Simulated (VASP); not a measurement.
Write the native input for VASP 6.6.1 that does the following.

* Task: single point
* Functional: r2SCAN
* Potentials or basis: VASP PAW PBE potentials, release 64 (Ti_sv)
* Cutoff: 520 eV
* k mesh: 15 × 15 × 15
* Occupations: fermi-dirac, width 0.1 eV
* Spin: no spin polarisation
* Dipole correction: no
* Further INCAR settings: ALGO = Normal; EDIFF = 1e-06; NBANDS = 12

Ti:

```
Ti
1.0
    -1.63006    1.63006    1.64100
     1.63006   -1.63006    1.64100
     1.65194    1.65194   -1.64100
Ti
1
Direct
  0.00000 0.00000 0.00000
```

This isn't the form of Ti at room conditions, which is hcp.

These files were run (other wordings do the same):

POSCAR

```
Ti
1.0
   -1.6300600000      1.6300600000      1.6410000000
    1.6300600000     -1.6300600000      1.6410000000
    1.6519400000      1.6519400000     -1.6410000000
Ti
1
Direct
    0.0000000000      0.0000000000      0.0000000000
```

INCAR.step1

```
ALGO = Normal
EDIFF = 1E-4
ENCUT = 520
GGA = PE
ISMEAR = -1
LASPH = True
LCHARG = False
LREAL = False
LWAVE = True
NBANDS = 12
NELM = 60
PREC = Accurate
SIGMA = 0.1
```

INCAR.step2

```
ALGO = Normal
EDIFF = 1E-6
ENCUT = 520
ISIF = 2
ISMEAR = -1
ISTART = 1
LASPH = True
LCHARG = True
LELF = True
LMIXTAU = True
LREAL = False
LVHAR = True
LWAVE = False
METAGGA = R2SCAN
NBANDS = 12
NELM = 60
PREC = Accurate
SIGMA = 0.1
```

KPOINTS

```
k-points
0
Gamma
  15 15 15
```

Potentials or basis: VASP PAW PBE potentials, release 64 (Ti_sv).

Run with:

```sh
$ cat potpaw_PBE.64/Ti_sv/POTCAR > POTCAR
$ cp INCAR.step1 INCAR
$ mpirun -np 1 vasp_std > vasp.out
$ cp INCAR.step2 INCAR
$ mpirun -np 1 vasp_std > vasp.out
```

Results of the run:

| Quantity | Value |
| --- | --- |
| Pressure | -2.2 GPa |
| Band gap on the k mesh | zero (bands 6 and 7 overlap by 1.77 eV) |

Caveat: the PAW data sets were made with another functional, which shifts forces and pressure a little.

It took 3.2 min on 1 thread of Intel(R) Xeon(R) Platinum 8488C (Sapphire Rapids), on a shared host, peak memory 0.23 GiB.
